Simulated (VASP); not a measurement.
Wanted: the native input for a VASP 6.6.1 run.

- Task: single point
- Functional: HSE06
- Potentials or basis: VASP PAW PBE potentials, release 64 (Na_pv, Ge_d, Cl)
- Cutoff: 520 eV
- k mesh: 4 × 4 × 4
- Occupations: gaussian, width 0.01 eV
- Spin: no spin polarisation
- Dipole correction: no
- Grid for exact exchange (PRECFOCK): Fast
- Further INCAR settings: ALGO = Normal; EDIFF = 1e-07; NBANDS = 29
- Share of exact exchange: 0.25
- Screening parameter: 0.2079 1/Å

The system is NaGeCl3.

```xyz
5
Lattice="5.3985 0.0000 0.0000 0.0000 5.3985 0.0000 0.0000 0.0000 5.3985" Properties=species:S:1:pos:R:3 pbc="T T T"
Na    0.0000    0.0000    0.0000
Ge    2.6993    2.6993    2.6993
Cl    2.6993    2.6993    0.0000
Cl    2.6993    0.0000    2.6993
Cl    0.0000    2.6993    2.6993
```

This cell differs from its parent crystal: strain +4.0%.

The input as run:

POSCAR

```
NaGeCl3
1.0
    5.3985052642      0.0000000000      0.0000000000
    0.0000000000      5.3985052642      0.0000000000
    0.0000000000      0.0000000000      5.3985052642
Na Ge Cl
1 1 3
Direct
    0.0000000000      0.0000000000      0.0000000000
    0.5000000000      0.5000000000      0.5000000000
    0.5000000000      0.5000000000      0.0000000000
    0.5000000000      0.0000000000      0.5000000000
    0.0000000000      0.5000000000      0.5000000000
```

INCAR.step1

```
SYSTEM = NaGeCl3
PREC = Accurate ; ENCUT = 520
EDIFF = 1E-5 ; ISMEAR = 0
SIGMA = 0.01 ; LREAL = .False.
LASPH = .True. ; NELM = 100
ALGO = Normal ; ISIF = 2
LWAVE = .True. ; NBANDS = 29
GGA = PE ; KPAR = 2
```

INCAR.step2

```
SYSTEM = NaGeCl3
PREC = Accurate ; ENCUT = 520
EDIFF = 1E-7 ; ISMEAR = 0
SIGMA = 0.01 ; LREAL = .False.
LASPH = .True. ; NELM = 100
ALGO = Normal ; ISIF = 2
LWAVE = .False. ; LCHARG = .True.
GGA = PE ; LHFCALC = .True.
HFSCREEN = 0.2079 ; PRECFOCK = Fast
LVHAR = .True. ; NBANDS = 29
ISTART = 1 ; KPAR = 2
```

KPOINTS

```
Automatic mesh
0
Gamma
  4 4 4
  0 0 0
```

Potentials or basis: VASP PAW PBE potentials, release 64 (Na_pv, Ge_d, Cl).

Command:

```sh
$ cat potpaw_PBE.64/Na_pv/POTCAR potpaw_PBE.64/Ge_d/POTCAR potpaw_PBE.64/Cl/POTCAR > POTCAR
$ cp INCAR.step1 INCAR
$ mpirun -np 2 vasp_std > vasp.out
$ cp INCAR.step2 INCAR
$ mpirun -np 2 vasp_std > vasp.out
```

Results of the run:

The pressure is -2.4 GPa and the band gap on the k mesh is 1.85 eV.

Caveat: the cell differs from its parent crystal (strain +4.0%); the PAW data sets were made with another functional, which shifts forces and pressure a little.

Wall time 12 min on 2 MPI ranks on Intel(R) Xeon(R) Platinum 8488C (Sapphire Rapids), on a shared host, peak memory 0.37 GiB a rank.
